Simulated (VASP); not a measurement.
A run of VASP 6.6.1:

The input INCAR:

```
SYSTEM = BaS
  PREC = Accurate
  ENCUT = 520
  EDIFF = 1E-6
  ISMEAR = 0
  SIGMA = 0.01
  LREAL = .FALSE.
  LASPH = .TRUE.
  NELM = 150
  ALGO = Normal
  ISIF = 2
  LWAVE = .FALSE.
  LCHARG = .FALSE.
  MAGMOM = 0 0 0 0 0 0
  LORBIT = 11
  LSORBIT = .TRUE.
  GGA_COMPAT = .FALSE.
  LORBMOM = .TRUE.
  GGA = PE
  NBANDS = 28
```

KPOINTS

```
regular mesh
0
G
  8 8 8
  0 0 0
```

The input POSCAR:

```
BaS
1.0
    0.0000000000      3.2117958750      3.2117958750
    3.2117958750      0.0000000000      3.2117958750
    3.2117958750      3.2117958750      0.0000000000
Ba S
1 1
Direct
    0.0000000000      0.0000000000      0.0000000000
    0.5000000000      0.5000000000      0.5000000000
```

Potentials or basis: VASP PAW PBE potentials, release 64 (Ba_sv, S).

Command:

```sh
$ cat potpaw_PBE.64/Ba_sv/POTCAR potpaw_PBE.64/S/POTCAR > POTCAR
$ mpirun -np 1 vasp_ncl > vasp.out
```

Hardware: 1 thread of Intel(R) Xeon(R) 6975P-C (Granite Rapids), with other jobs on the host.

Estimate the wall time of this run.

Run time: 77 s on 1 thread of Intel(R) Xeon(R) 6975P-C (Granite Rapids), on a shared host, peak memory 0.41 GiB. Counts: scf iterations 14, k points 29.
